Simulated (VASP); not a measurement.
# Au (I4/mmm) in VASP: further runs

Au is run at these levels: r2SCAN; tasks: single point.

Everything below comes from runs of VASP 6.6.1. Logs are shortened: lines on timing, memory, paths and dates and some standing lists are left out, and cuts for length are marked.

### 1 The cell of the first run

Symmetry: I4/mmm, No. 139, tetragonal system. The conventional cell has a = 3.079 Å, b = 3.079 Å, c = 3.393 Å, α = 90.00°, β = 90.00°, γ = 90.00°. Au (site symmetry 4/mmm) has 14 Au at 2.76 to 3.39 Å within 3.6 Å.

### 2 Single point, r2SCAN (biaxial strain in the a-b plane: -6.0 %)

POSCAR

```
Au
1.0
    3.0788534061      0.0000000000      0.0000000000
    0.0000000000      3.0788534061      0.0000000000
    0.0000000000      0.0000000000      3.3932894986
Au
2
Direct
    0.0000000000      0.0000000000      0.0000000000
    0.5000000000      0.5000000000      0.5000000000
```

INCAR.step1

```
SYSTEM = Au
ALGO     = Normal         ! electronic algorithm
EDIFF    = 1E-4           ! SCF threshold, eV
ENCUT    = 520            ! plane-wave cutoff, eV
GGA      = PE             ! functional
ISMEAR   = 0              ! smearing method
LASPH    = .True.         ! aspherical terms in the spheres
LCHARG   = .False.        ! write CHGCAR
LREAL    = .False.        ! projectors in reciprocal space
LWAVE    = .True.         ! write WAVECAR
NBANDS   = 18             ! bands
NELM     = 60             ! most SCF steps
PREC     = Accurate       ! precision mode
SIGMA    = 0.1            ! smearing width, eV
```

INCAR.step2

```
SYSTEM = Au
ALGO     = Normal         ! electronic algorithm
EDIFF    = 1E-6           ! SCF threshold, eV
ENCUT    = 520            ! plane-wave cutoff, eV
ISIF     = 2              ! what is computed and relaxed
ISMEAR   = 0              ! smearing method
ISTART   = 1            
LASPH    = .True.         ! aspherical terms in the spheres
LCHARG   = .True.         ! write CHGCAR
LELF     = .True.         ! ELF
LMIXTAU  = .True.       
LREAL    = .False.        ! projectors in reciprocal space
LVHAR    = .True.       
LWAVE    = .False.        ! write WAVECAR
METAGGA  = R2SCAN         ! meta-GGA
NBANDS   = 18             ! bands
NELM     = 60             ! most SCF steps
PREC     = Accurate       ! precision mode
SIGMA    = 0.1            ! smearing width, eV
```

KPOINTS

```
k-points
0
Gamma
  16 16 16
  0 0 0
```

Potentials or basis: VASP PAW PBE potentials, release 64 (Au).

Command:

```bash
> cat potpaw_PBE.64/Au/POTCAR > POTCAR
> cp INCAR.step1 INCAR
> mpirun -np 1 vasp_std > vasp.out
> cp INCAR.step2 INCAR
> mpirun -np 1 vasp_std > vasp.out
```

OUTCAR:

```text
SYSTEM = Au
   EDIFF = 1E-6
   ENCUT = 520
   ISIF = 2
   ISMEAR = 0
   ISTART = 1
   LASPH = .True.
   LREAL = .False.
   METAGGA = R2SCAN
   NELM = 60
   PREC = Accurate

 ion  position               nearest neighbor table
   1  0.000  0.000  0.000-   2 2.76   2 2.76   2 2.76   2 2.76   2 2.76   2 2.76   2 2.76   2 2.76

   2  0.500  0.500  0.500-   1 2.76   1 2.76   1 2.76   1 2.76   1 2.76   1 2.76   1 2.76   1 2.76

  LATTYP: Found a simple tetragonal cell.
 ALAT       =     3.0788534061
 C/A-ratio  =     1.1021276596

  Lattice vectors:

 A1 = (   3.0788534061,   0.0000000000,   0.0000000000)
 A2 = (   0.0000000000,   3.0788534061,   0.0000000000)
 A3 = (   0.0000000000,   0.0000000000,   3.3932894986)

Analysis of symmetry for initial positions (statically):
=====================================================================
 Subroutine PRICEL returns following result:

  LATTYP: Found a body centered tetragonal cell.
 ALAT       =     3.0788534061
 C/A-ratio  =     1.1021276596

  Lattice vectors:

 A1 = (  -1.5394267030,  -1.5394267030,  -1.6966447493)
 A2 = (   1.5394267030,   1.5394267030,  -1.6966447493)
 A3 = (   1.5394267030,  -1.5394267030,   1.6966447493)

   2 primitive cells build up your supercell.

 Routine SETGRP: Setting up the symmetry group for a
 simple tetragonal supercell.

 Subroutine GETGRP returns: Found 16 space group operations
 (whereof 16 operations were pure point group operations)
 out of a pool of 16 trial point group operations.

The static configuration has the point symmetry D_4h.

Analysis of symmetry for dynamics (positions and initial velocities):
=====================================================================
 Subroutine PRICEL returns following result:

  LATTYP: Found a body centered tetragonal cell.
 ALAT       =     3.0788534061
 C/A-ratio  =     1.1021276596

  Lattice vectors:

 A1 = (  -1.5394267030,  -1.5394267030,  -1.6966447493)
 A2 = (   1.5394267030,   1.5394267030,  -1.6966447493)
 A3 = (   1.5394267030,  -1.5394267030,   1.6966447493)

   2 primitive cells build up your supercell.

 Routine SETGRP: Setting up the symmetry group for a
 simple tetragonal supercell.

 Subroutine GETGRP returns: Found 16 space group operations
 (whereof 16 operations were pure point group operations)
 out of a pool of 16 trial point group operations.

The dynamic configuration has the point symmetry D_4h.

 Subroutine INISYM returns: Found 16 space group operations
 (whereof 16 operations are pure point group operations),
 and found     2 'primitive' translations

----------------------------------------------------------------------------------------

                                     Primitive cell

  volume of cell :      16.0831

  direct lattice vectors                    reciprocal lattice vectors
    -1.539426703 -1.539426703 -1.696644749    -0.000000000 -0.324796237 -0.294699288
     1.539426703  1.539426703 -1.696644749     0.324796237  0.000000000 -0.294699288
     1.539426703 -1.539426703  1.696644749     0.324796237 -0.324796237  0.000000000

  length of vectors
     2.760121837  2.760121837  2.760121837     0.438566148  0.438566148  0.459331243

  position of ions in fractional coordinates (direct lattice)
     0.000000000  0.000000000  0.000000000

  ion indices of the primitive-cell ions
   primitive index   ion index
                 1           1

----------------------------------------------------------------------------------------

 KPOINTS: k-points

Automatic generation of k-mesh.
 Grid dimensions read from file:
 generate k-points for:   16   16   16

 Generating k-lattice:

  Cartesian coordinates                     Fractional coordinates (reciprocal lattice)
     0.020299765  0.000000000  0.000000000     0.062500000  0.000000000  0.000000000
     0.000000000  0.020299765  0.000000000     0.000000000  0.062500000  0.000000000
     0.000000000  0.000000000  0.018418706     0.000000000  0.000000000  0.062500000

  Length of vectors
     0.020299765  0.020299765  0.018418706

  Shift w.r.t. Gamma in fractional coordinates (k-lattice)
     0.000000000  0.000000000  0.000000000

 Subroutine IBZKPT returns following result:
 ===========================================

 Found    405 irreducible k-points:

 Following reciprocal coordinates:
            Coordinates               Weight
  0.000000  0.000000  0.000000      1.000000
  0.062500  0.000000  0.000000      4.000000
  0.125000  0.000000  0.000000      4.000000
  0.187500  0.000000  0.000000      4.000000
  0.250000  0.000000  0.000000      4.000000
  0.312500  0.000000  0.000000      4.000000
[... 16 lines left out ...]
  0.437500  0.125000  0.000000      8.000000
  0.500000  0.125000  0.000000      4.000000
 [... further k-points ...]
   k-points           NKPTS =    405   k-points in BZ     NKDIM =    405   number of bands    NBANDS=     18
   number of dos      NEDOS =    301   number of ions     NIONS =      2
   total plane-waves  NPLWV =  16128
   dimension x,y,z NGX =    24 NGY =   24 NGZ =   28
   dimension x,y,z NGXF=    48 NGYF=   48 NGZF=   56
   ions per type =               2
   NGX,Y,Z   is equivalent  to a cutoff of  12.96, 12.96, 13.72 a.u.
   NGXF,Y,Z  is equivalent  to a cutoff of  25.92, 25.92, 27.44 a.u.
 SYSTEM =  Au
   PREC   = accura    normal or accurate (medium, high low for compatibility)
   ISTART =      1    job   : 0-new  1-cont  2-samecut
   ICHARG =      0    charge: 1-file 2-atom 10-const
   ISPIN  =      1    spin polarized calculation?
   LNONCOLLINEAR =      F non collinear calculations
   LSORBIT =      F    spin-orbit coupling
   LASPH  =      T    aspherical Exc in radial PAW
   ENCUT  =  520.0 eV  38.22 Ry    6.18 a.u.   5.72  5.72  6.31*2*pi/ulx,y,z
   NELM   =     60;   NELMIN=  2; NELMDL=  0     # of ELM steps
   EDIFF  = 0.1E-05   stopping-criterion for ELM
   LREAL  =      F    real-space projection
   EDIFFG = 0.1E-04   stopping-criterion for IOM
   NSW    =      0    number of steps for IOM
   IBRION =     -1    ionic relax: 0-MD 1-quasi-New 2-CG
   NFREE  =      0    steps in history (QN), initial steepest desc. (CG)
   ISIF   =      2    stress and relaxation
   ISYM   =      2    0-nonsym 1-usesym 2-fastsym
   POTIM  = 0.5000    time-step for ionic-motion
   TEBEG  =    0.0;   TEEND  =   0.0 temperature during run
   PSTRESS=    0.0 pullay stress
   NELECT =      22.0000    total number of electrons
   NUPDOWN=      -1.0000    fix difference up-down
   EMIN   =  10.00;   EMAX   =-10.00  energy-range for DOS
   EFERMI =   0.00;   METHOD = LEGACY
   ISMEAR =     0;   SIGMA  =   0.10  broadening in eV -4-tet -1-fermi 0-gaus
   EFERMI_NEDOS =   21; number of points for ismear=-14 and -15
   IALGO  =     38    algorithm
   IMIX   =      4    mixing-type and parameters
     AMIX     =   0.40;   BMIX     =  1.00
     AMIX_MAG =   1.60;   BMIX_MAG =  1.00
  volume/ion in A,a.u.               =      16.08       108.53
  Fermi-wavevector in a.u.,A,eV,Ry     =   1.442390  2.725722 28.306776  2.080489
  Thomas-Fermi vector in A             =   2.560916
   LORBIT       =      0    0 simple, 1 ext, 2 COOP (PROOUT), +10 PAW based schemes
   METAGGA = R2SCAN    functional components
   LHFCALC =     F    Hartree Fock is set to
   AEXX    =    0.0000 exact exchange contribution
   IVDW    =     0    specifies the selected vdW correction
   LEPSILON=     F    determine dielectric tensor
   LRPA    =     F    only Hartree local field effects (RPA)
 non-spin polarized calculation
 Gauss-broadening in eV      SIGMA  =   0.10
  energy-cutoff  :      520.00
  volume of cell :       32.17
 maximum number of plane-waves:       896
 NGX is ok and might be reduce to    24
   NGX = 11   NGY = 11   NGZ = 13

 number of electron      21.9999995 magnetization

 Free energy of the ion-electron system (eV)
  ---------------------------------------------------
  ext. energy  EPLUGINS =         0.00000000
  ---------------------------------------------------
  free energy    TOTEN  =      -100.99696680 eV

  energy without entropy =     -100.99473060  energy(sigma->0) =     -100.99584870

 E-fermi :  10.3762     XC(G=0): -14.0421

 val. band max:       10.3673492167   @ k =   0.3750   0.0000   0.0000
 cond. band min:      10.3876964106   @ k =   0.5000   0.1875   0.2500
 fundamental gap:      0.0203471939
 Fermi energy:        10.3761718669

 k-point     1 :       0.0000    0.0000    0.0000
  band No.  band energies     occupation
      1      -0.4157      2.00000
      2       2.5775      2.00000
      3       2.6478      2.00000
      4       4.6791      2.00000
      5       4.6791      2.00000
      6       5.3386      2.00000
[... 10 lines left out ...]
     17      27.2052      0.00000
     18      28.3761      0.00000

 k-point     2 :       0.0625    0.0000    0.0000
  band No.  band energies     occupation
      1      -0.3307      2.00000
      2       2.6220      2.00000
      3       2.6982      2.00000
      4       4.6746      2.00000
      5       4.7102      2.00000
      6       5.3319      2.00000
[... 10 lines left out ...]
     17      27.3364      0.00000
     18      28.2508      0.00000

 k-point     3 :       0.1250    0.0000    0.0000
  band No.  band energies     occupation
      1      -0.0791      2.00000
      2       2.7405      2.00000
      3       2.8555      2.00000
      4       4.6642      2.00000
      5       4.8024      2.00000
      6       5.3152      2.00000
[... 10 lines left out ...]
     17      27.5849      0.00000
     18      27.9255      0.00000

 k-point     4 :       0.1875    0.0000    0.0000
  band No.  band energies     occupation
      1       0.3289      2.00000
      2       2.9212      2.00000
      3       3.1059      2.00000
      4       4.6579      2.00000
      5       4.9538      2.00000
      6       5.2982      2.00000
[... 375 lines left out ...]
      4       4.3013      2.00000
      5       5.0651      2.00000
      6       5.2299      2.00000
[... 10 lines left out ...]
     17      25.8842      0.00000
     18      26.9207      0.00000

 k-point    23 :       0.4375    0.1250    0.0000
  band No.  band energies     occupation
      1       2.9257      2.00000
      2       3.6815      2.00000
      3       4.2992      2.00000
      4       4.4184      2.00000
      5       4.8784      2.00000
      6       4.8813      2.00000
[... 10 lines left out ...]
     17      25.3299      0.00000
     18      25.5300      0.00000

 k-point    24 :       0.5000    0.1250    0.0000
  band No.  band energies     occupation
      1       3.3882      2.00000
      2       3.3882      2.00000
      3       4.6039      2.00000
      4       4.6039      2.00000
      5       4.6105      2.00000
      6       4.6105      2.00000
[... 10 lines left out ...]
     17      24.7706      0.00000
     18      24.7706      0.00000

 [... further k-points ...]
[... 5 lines left out ...]
  --------------------------------------------------------------------------------------
  -------------------------------------------------------------------------------------
  Total        3.5990389      3.5990389      3.8538474      0.0000000      0.0000000      0.0000000
  in kB      179.2661062    179.2661062    191.9579754      0.0000000      0.0000000      0.0000000
  external PRESSURE =     183.4967293 kB  Pullay stress =       0.0000000 kB

 VOLUME and BASIS-vectors are now :
 -----------------------------------------------------------------------------
  energy-cutoff  :      520.00
  volume of cell :       32.17
      direct lattice vectors                 reciprocal lattice vectors
     3.078853406  0.000000000  0.000000000     0.324796237  0.000000000  0.000000000
     0.000000000  3.078853406  0.000000000     0.000000000  0.324796237  0.000000000
     0.000000000  0.000000000  3.393289499     0.000000000  0.000000000  0.294699288

 POSITION                                       TOTAL-FORCE (eV/Angst)
 -----------------------------------------------------------------------------------
      0.00000      0.00000      0.00000        -0.000000      0.000000      0.000000
      1.53943      1.53943      1.69664         0.000000     -0.000000      0.000000
 -----------------------------------------------------------------------------------
    total drift:                                0.000000      0.000000     -0.000000

  FREE ENERGIE OF THE ION-ELECTRON SYSTEM (eV)
  ---------------------------------------------------
  free  energy   TOTEN  =      -100.9969668022 eV

  energy  without entropy=     -100.9947305952  energy(sigma->0) =     -100.99584870
```

Wall time 3.4 min (1 thread of Intel Xeon 6975P-C (Granite Rapids), shared host); peak memory 0.29 GiB.

Results:

| Quantity | Value |
| --- | --- |
| Free energy | -100.9970 eV |
| Pressure | 18.3 GPa |
| Band gap on the k mesh | zero (band 11 reaches 14.21 eV, above the bottom of band 12 at 7.32 eV) |

Levels at points of the mesh, in eV from the Fermi level:
```
           k point  band 9  band 10  band 11  band 12  band 13  band 14
(0.00, 0.00, 0.00)   -2.16    -1.92    -1.92     4.77     7.73     7.73
(0.50, 0.00, 0.00)   -3.96    -3.96    -1.74    -1.74    12.84    12.84
(0.50, 0.50, 0.00)   -1.48    -1.48    -0.36    -0.36     4.65     4.65
(0.00, 0.00, 0.50)   -3.72    -3.72    -3.05    -3.05    14.71    14.71
(0.50, 0.00, 0.50)   -1.67    -1.67    -0.96    -0.96     3.78     3.78
(0.50, 0.50, 0.50)   -2.82    -2.82     3.40     3.40     7.49     7.49
```

Caveat: the cell differs from its parent crystal (biaxial strain in the a-b plane: -6.0 %); the PAW data sets were made with another functional, which shifts forces and pressure a little; spin-orbit coupling is left out, which moves the levels of the heavy elements.

### 3 Single point, r2SCAN (biaxial strain in the a-b plane: -4.0 %)

POSCAR

```
Au
1.0
    3.1443609254      0.0000000000      0.0000000000
    0.0000000000      3.1443609254      0.0000000000
    0.0000000000      0.0000000000      3.3539849871
Au
2
Direct
    0.0000000000      0.0000000000      0.0000000000
    0.5000000000      0.5000000000      0.5000000000
```

INCAR.step1

```
SYSTEM = Au
PREC     = Accurate       ! precision mode
ENCUT    = 520            ! plane-wave cutoff, eV
ISMEAR   = 0              ! smearing method
SIGMA    = 0.1            ! smearing width, eV
LREAL    = .FALSE.        ! projectors in reciprocal space
LASPH    = .TRUE.         ! aspherical terms in the spheres
NELM     = 100            ! most SCF steps
NBANDS   = 18             ! bands
GGA      = PE             ! functional
ALGO     = Normal         ! electronic algorithm
EDIFF    = 1E-4           ! SCF threshold, eV
LWAVE    = .TRUE.         ! write WAVECAR
LCHARG   = .FALSE.        ! write CHGCAR
```

INCAR.step2

```
SYSTEM = Au
PREC     = Accurate       ! precision mode
ENCUT    = 520            ! plane-wave cutoff, eV
EDIFF    = 1E-6           ! SCF threshold, eV
ISMEAR   = 0              ! smearing method
SIGMA    = 0.1            ! smearing width, eV
LREAL    = .FALSE.        ! projectors in reciprocal space
LASPH    = .TRUE.         ! aspherical terms in the spheres
NELM     = 100            ! most SCF steps
ALGO     = Normal         ! electronic algorithm
ISIF     = 2              ! what is computed and relaxed
LWAVE    = .FALSE.        ! write WAVECAR
LCHARG   = .TRUE.         ! write CHGCAR
METAGGA  = R2SCAN         ! meta-GGA
LMIXTAU  = .TRUE.       
LELF     = .TRUE.         ! ELF
LVHAR    = .TRUE.       
NBANDS   = 18             ! bands
ISTART   = 1
```

KPOINTS

```
regular mesh
0
G
  16 16 16
  0 0 0
```

Potentials or basis: VASP PAW PBE potentials, release 64 (Au).

Command:

```bash
> cat potpaw_PBE.64/Au/POTCAR > POTCAR
> cp INCAR.step1 INCAR
> mpirun -np 1 vasp_std > vasp.out
> cp INCAR.step2 INCAR
> mpirun -np 1 vasp_std > vasp.out
```

Wall time 3.5 min (1 thread of Intel Xeon 6975P-C (Granite Rapids), shared host); peak memory 0.31 GiB.

It converged, with:

```yaml
Free_energy: -101.0833 eV
Pressure: 11.2 GPa
Band_gap_on_the_k_mesh: zero (band 11 reaches 13.39 eV, above the bottom of band 12 at 7.12 eV)
```

Stress tensor (GPa, compression positive):
```
10.97  0.00  0.00
 0.00 10.97  0.00
 0.00  0.00 11.76
```

Levels at points of the mesh, in eV from the Fermi level:
```csv
k point,band 9,band 10,band 11,band 12,band 13,band 14
"(0.00, 0.00, 0.00)",-2.06,-1.90,-1.90,5.41,7.36,7.36
"(0.50, 0.00, 0.00)",-3.81,-3.81,-1.85,-1.85,13.03,13.03
"(0.50, 0.50, 0.00)",-1.48,-1.48,-0.34,-0.34,4.26,4.26
"(0.00, 0.00, 0.50)",-3.65,-3.65,-2.69,-2.69,14.19,14.19
"(0.50, 0.00, 0.50)",-1.59,-1.59,-0.73,-0.73,3.70,3.70
"(0.50, 0.50, 0.50)",-2.82,-2.82,3.22,3.22,7.51,7.51
```

Caveat: the cell differs from its parent crystal (biaxial strain in the a-b plane: -4.0 %); the PAW data sets were made with another functional, which shifts forces and pressure a little; spin-orbit coupling is left out, which moves the levels of the heavy elements.
